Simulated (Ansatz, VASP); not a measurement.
KTaO3 in VASP and in Ansatz

The input INCAR:

```
PREC = Accurate
ENCUT = 520
EDIFF = 1E-7
ISMEAR = 0
SIGMA = 0.05
LREAL = F
LASPH = T
NELM = 80
ALGO = Normal
ISIF = 2
LWAVE = F
LCHARG = F
GGA = PS
NBANDS = 27
```

Contents of KPOINTS:

```
regular mesh
0
Gamma
  8 8 8
```

Contents of POSCAR:

```
KTaO3
1.0
    4.2842599479      0.0000000000      0.0000000000
    0.0000000000      3.9853580911      0.0000000000
    0.0000000000      0.0000000000      3.7661633961
K Ta O
1 1 3
Direct
    0.5000000000      0.5000000000      0.5000000000
    0.0000000000      0.0000000000      0.0000000000
    0.5000000000      0.0000000000      0.0000000000
    0.0000000000      0.5000000000      0.0000000000
    0.0000000000      0.0000000000      0.5000000000
```

Input for Ansatz:

```yaml
crystal:
  lattice:
    - [4.2842599479, 0.0, 0.0]
    - [0.0, 3.9853580911, 0.0]
    - [0.0, 0.0, 3.7661633961]
  atoms:
    - { symbol: K, position: [0.5, 0.5, 0.5] }
    - { symbol: Ta, position: [0.0, 0.0, 0.0] }
    - { symbol: O, position: [0.5, 0.0, 0.0] }
    - { symbol: O, position: [0.0, 0.5, 0.0] }
    - { symbol: O, position: [0.0, 0.0, 0.5] }
basis:
  ecutwfc: 520.0
kpoints:
  mp_grid: { grid: [8, 8, 8] }
hamiltonian:
  xc: pbesol
  pseudopotentials: { kind: paw }
scf:
  occupations: { method: gaussian, width: 0.05 }
output:
  forces: true
  stress: true
  eigenvalues: true
```

Change from the starting cell: normal strain along x +0.0750, normal strain along z -0.0550.

Alike in both runs: task single point; functional PBEsol; k mesh 8 × 8 × 8; occupations gaussian, width 0.05 eV; no spin polarisation.

|  | VASP | Ansatz |
| --- | --- | --- |
| version | VASP 6.6.1 | Ansatz 0.2.0 |
| potentials or method | VASP PAW PBE potentials, release 64 (K_sv, Ta_pv, O), cutoff 520 eV | scalar-relativistic, plane waves, PAW |
| valence electrons in the cell | 38 | 40 |

```tsv
	VASP	Ansatz	Ansatz less VASP
gap on the k mesh at the Fermi level (eV)	1.85	1.89	+0.041
least direct gap on the mesh (eV)	2.29	2.33	+0.039
pressure (GPa)	2.3	1.5	-0.79
traceless stress, the component that is largest in VASP (GPa)	24.77	24.30	-0.466
```

VASP's potentials were made for PBE, not for PBEsol. VASP's potentials hold 38 valence electrons a cell and Ansatz's 40, so a difference there can come from the potentials and not from the codes.

Spin-orbit coupling is off throughout.
